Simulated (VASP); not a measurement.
Set up this calculation in VASP 6.6.1, as the native input.

```yaml
Task: relaxation of cell and atoms
Functional: PBE
Potentials_or_basis: VASP PAW PBE potentials, release 64 (Pr_3, Pb_d), 4f in core
Cutoff: 500 eV
k_mesh: 6 × 6 × 6
Occupations: gaussian, width 0.1 eV
Spin: no spin polarisation
Dipole_correction: no
Further_INCAR_settings: ALGO = Normal; EDIFF = 1e-07; IBRION = 2; EDIFFG = -0.01; NSW = 100; ISIF = 3
```

The structure of PrPb5 lies in POSCAR:

```
PrPb5
1.0
    0.0000000000      4.6022970448      4.6022970448
    4.6022970448      0.0000000000      4.6022970448
    4.6022970448      4.6022970448      0.0000000000
Pr Pb
1 5
Direct
    0.5000000000      0.5000000000      0.5000000000
    0.1249866298      0.6250401105      0.1249866298
    0.1249866298      0.1249866298      0.1249866298
    0.6250401105      0.1249866298      0.1249866298
    0.1249866298      0.1249866298      0.6250401105
    0.7500000000      0.7500000000      0.7500000000
```

The cell was generated, and may not be a known phase.

The input as run:

INCAR

```
PREC = Accurate
ENCUT = 500
EDIFF = 1E-7
ISMEAR = 0
SIGMA = 0.1
LREAL = F
LASPH = T
NELM = 200
ALGO = Normal
ISIF = 3
LWAVE = F
LCHARG = F
GGA = PE
IBRION = 2
NSW = 100
EDIFFG = -0.01
GGA_COMPAT = F
NELMIN = 4
LMAXMIX = 6
```

KPOINTS

```
regular mesh
0
Gamma
  6 6 6
```

Potentials or basis: VASP PAW PBE potentials, release 64 (Pr_3, Pb_d), 4f in core.

The run is started by

```sh
$ cat potpaw_PBE.64/Pr_3/POTCAR potpaw_PBE.64/Pb_d/POTCAR > POTCAR
$ mpirun -np 1 vasp_std > vasp.out
```

Results of the run:

```
Relaxed volume                        : 32.72 Å³/atom
Relaxed cell                          : a = 6.524 Å, b = 6.524 Å, c = 6.524 Å, α = 60.00°, β = 60.00°, γ = 60.00°
Space group after relaxing (to 0.1 Å) : F-43m (No. 216)
Energy gained by relaxing             : 0.2 meV/atom
Ionic steps                           : 4
Pressure after relaxing               : 0.0 GPa
Band gap on the k mesh                : zero (an odd number of electrons rules out a gap without spin polarisation)
```

Caveat: spin-orbit coupling is left out, which moves the levels of the heavy elements; the 4f electrons are frozen in the core, so they carry no moment and show no levels.

Wall time 3 min on 1 thread of Intel(R) Xeon(R) 6975P-C (Granite Rapids), on a shared host, peak memory 0.4 GiB.
